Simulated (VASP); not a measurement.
Write the native input for VASP 6.6.1 that does the following.

* Task: electric field gradients
* Functional: PBE
* Potentials or basis: VASP PAW PBE potentials, release 64 (Sb)
* Cutoff: 520 eV
* k mesh: 13 × 13 × 13
* Occupations: fermi-dirac, width 0.05 eV
* Spin: no spin polarisation
* Dipole correction: no
* Further INCAR settings: ALGO = Normal; EDIFF = 1e-08; NBANDS = 8

The structure of Sb lies in POSCAR:

```
Sb
1.0
    3.2232000000      0.0000000000      0.0000000000
    0.0000000000      3.2232000000      0.0000000000
    0.0000000000      0.0000000000      3.1600000000
Sb
1
Direct
    0.0000000000      0.0000000000      0.0000000000
```

This cell differs from its parent crystal: equal xx and yy strain of +2 %.

These files were run (other wordings do the same):

INCAR

```
SYSTEM = Sb
  PREC = Accurate
  ENCUT = 520
  EDIFF = 1E-8
  ISMEAR = -1
  SIGMA = 0.05
  LREAL = .False.
  LASPH = .True.
  NELM = 60
  ALGO = Normal
  ISIF = 2
  LWAVE = .False.
  LCHARG = .False.
  GGA = PE
  LEFG = .True.
  NBANDS = 8
```

KPOINTS

```
Automatic mesh
0
Gamma
  13 13 13
  0 0 0
```

Potentials or basis: VASP PAW PBE potentials, release 64 (Sb).

Command:

```console
$ cat potpaw_PBE.64/Sb/POTCAR > POTCAR
$ mpirun -np 1 vasp_std > vasp.out
```

Results of the run:

* Pressure: -4.1 GPa

Caveat: the cell differs from its parent crystal (equal xx and yy strain of +2 %); without QUAD_EFG the Cq values of the log hold for a quadrupole moment of 1 mb, not for the nuclei.

It took 64 s on 1 thread of Intel Xeon 8259CL, with other jobs on the host, peak memory 0.17 GiB.
